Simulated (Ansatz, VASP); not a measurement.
**ZnO: VASP beside Ansatz**

```
Zn O
1.0
     3.31823    0.00000    0.00000
    -1.65911    2.87367    0.00000
     0.00000    0.00000    5.35191
Zn O
2 2
Direct
  0.33333 0.66667 0.49981
  0.66667 0.33333 0.99981
  0.66667 0.33333 0.37920
  0.33333 0.66667 0.87920
```

Alike in both runs: functional RPBE; k mesh 6 × 6 × 4; no spin polarisation.

Ansatz relaxed the structure, and its values are those at the end. VASP's run is a single point on that final structure, the one shown.

|  | VASP | Ansatz |
| --- | --- | --- |
| version | VASP 6.6.1 | Ansatz 0.2.0 |
| potentials or method | VASP PAW PBE potentials, release 64 (Zn, O), cutoff 520 eV | plane waves, PAW |
| occupations | gaussian, width 0.01 eV | fixed |
| valence electrons in the cell | 36 | 36 |

```tsv
	VASP	Ansatz	Ansatz less VASP
pressure (GPa)	0.9	0.0	-0.88
```

VASP's potentials were made for PBE, not for RPBE. Ansatz's warnings: structure snapped to symmetry.
